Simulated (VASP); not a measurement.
**TiC: single point with PBE**

Slab: TiC, a slab with vacuum.

```xyz
4
Lattice="3.0537 0.0000 0.0000 1.5269 2.6446 0.0000 0.0000 0.0000 15.7400" Properties=species:S:1:pos:R:3 pbc="T T T"
Ti    0.0000    0.0000    6.0000
Ti    1.5269    0.8815    8.4933
C     3.0537    1.7631    7.2467
C     0.0000    0.0000    9.7400
```

```json
{"Program": "VASP 6.6.1", "Task": "single point", "Functional": "PBE", "Potentials or basis": "VASP PAW PBE potentials, release 64 (Ti_sv, C)", "Cutoff": "520 eV", "k mesh": "7 × 7 × 1", "Occupations": "fermi-dirac, width 0.3 eV", "Spin": "no spin polarisation", "Dipole correction": "yes", "Further INCAR settings": "ALGO = Normal; EDIFF = 1e-06; NBANDS = 24; NELMDL = -8"}
```

```
Largest force          : 1.681 eV/Å
Band gap on the k mesh : zero (band 16 reaches -0.35 eV, above the bottom of band 17 at -0.48 eV)
```

Forces in eV/Å, atoms in the order of the input:
```
Ti   0.000  0.000  1.432
Ti   0.000  0.000  1.413
C    0.000  0.000 -1.681
C    0.000  0.000 -1.164
```

Levels at points of the mesh, in eV from the Fermi level:
```tsv
k point	band 14	band 15	band 16	band 17	band 18	band 19
(0.00, 0.00, 0.00)	-1.42	-0.25	0.19	0.19	1.35	1.35
```

Run time: 70 s on 1 thread of Intel Xeon 8259CL, on a shared host, peak memory 0.24 GiB.
